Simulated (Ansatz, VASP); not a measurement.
H3C18N in VASP and in Ansatz

```
C N H
1.0
     7.39800    0.00000    0.00000
    -3.69900    6.40686    0.00000
     0.00000    0.00000   13.00000
C N H
18 1 3
Cartesian
  0.0267 0.0139 0.7042
  1.2688 0.7307 0.7001
  -1.2116 2.1628 0.7046
  0.0266 2.8777 0.7000
  -2.4299 4.2967 0.7074
  -1.2117 5.0002 0.7076
  2.4869 0.0278 0.7050
  3.7256 0.7424 0.7074
  1.2688 2.1602 0.6956
  2.4870 2.8641 0.7014
  0.0266 4.2848 0.7056
  1.2693 5.0025 0.7069
  4.9683 0.0254 0.7081
  6.1868 0.7285 0.7058
  3.7259 2.1492 0.7065
  4.9683 2.8665 0.7073
  2.4875 4.2993 0.7055
  3.7256 5.0142 0.7066
  0.9866 2.2409 4.0141
  0.3800 2.9874 3.6683
  1.1941 2.4724 4.9875
  1.8668 2.3414 3.5046
```

Alike in both runs: functional PBE; dispersion D3(BJ); k mesh 2 × 2 × 1; occupations gaussian, width 0.05 eV; no spin polarisation.

Ansatz relaxed the structure, and its values are those at the end. VASP's run is a single point on that final structure, the one shown.

|  | VASP | Ansatz |
| --- | --- | --- |
| version | VASP 6.6.1 | Ansatz 0.2.0 |
| potentials or method | VASP PAW PBE potentials, release 64 (C, N, H), cutoff 520 eV | scalar-relativistic, plane waves, PAW |
| valence electrons in the cell | 80 | 80 |

```tsv
	VASP	Ansatz	Ansatz less VASP
rms of the force components (eV/Å)	0.011	0.004	-0.0066
```

Ansatz's warnings: xc potential rough in thin density.

The k mesh is coarse, so the values compare programs but aren't converged.
